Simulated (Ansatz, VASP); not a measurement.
This is a calculation of LiCaF3 for VASP 6.6.1.

The input INCAR:

```
  ALGO = Normal
  EDIFF = 1E-6
  ENCUT = 520
  GGA = PE
  ISIF = 2
  ISMEAR = -1
  LASPH = T
  LCHARG = T
  LELF = T
  LREAL = F
  LVHAR = T
  LWAVE = F
  NBANDS = 25
  NELM = 100
  PREC = Accurate
  SIGMA = 0.05
```

File KPOINTS:

```
k-points
0
Gamma
  6 6 6
```

File POSCAR:

```
LiCaF3
1.0
    3.9116937600      0.0000000000      0.0000000000
    0.0000000000      3.9116937600      0.0000000000
    0.0000000000      0.0000000000      3.7612440000
Ca F Li
1 3 1
Direct
    0.0000000000      0.0000000000      0.0000000000
    0.5000000000      0.0000000000      0.5000000000
    0.5000000000      0.5000000000      0.0000000000
    0.0000000000      0.5000000000      0.5000000000
    0.5000000000      0.5000000000      0.5000000000
```

Potentials or basis: VASP PAW PBE potentials, release 64 (Ca_sv, F, Li_sv).

Command:

```sh
$ cat potpaw_PBE.64/Ca_sv/POTCAR potpaw_PBE.64/F/POTCAR potpaw_PBE.64/Li_sv/POTCAR > POTCAR
$ mpirun -np 1 vasp_std > vasp.out
```

Q: Set up the same calculation for Ansatz 0.2.0. Potentials there: Ansatz PAW.

A: As run (the cutoff follows the program's own potentials):

input.yaml

```yaml
crystal:
  lattice:
    - [3.91169376, 0.0, 0.0]
    - [0.0, 3.91169376, 0.0]
    - [0.0, 0.0, 3.761244]
  atoms:
    - { symbol: Ca, position: [0.0, 0.0, 0.0] }
    - { symbol: F, position: [0.5, 0.0, 0.5] }
    - { symbol: F, position: [0.5, 0.5, 0.0] }
    - { symbol: F, position: [0.0, 0.5, 0.5] }
    - { symbol: Li, position: [0.5, 0.5, 0.5] }
hamiltonian:
  xc: pbe
  pseudopotentials: { kind: paw }
kpoints:
  mp_grid: { grid: [6, 6, 6] }
scf:
  occupations: { method: fermi_dirac, width: 0.05 }
output:
  forces: true
  stress: true
  eigenvalues: true
```

Potentials or basis: Ansatz PAW.

Command:

```console
$ ansatz run input.yaml --threads 2 --pin off --max-ram 5632MiB --backend cpu --events-out ev --progress --plain --runs-dir out
```

Both were run:

|  | VASP | Ansatz | Ansatz less VASP |
| --- | --- | --- | --- |
| gap on the k mesh at the Fermi level (eV) | 5.99 | 5.99 | +0.008 |
| least direct gap on the mesh (eV) | 6.15 | 6.15 | +0.008 |

Noted on VASP's run: the cutoff is short for stress, so the pressure is rough.
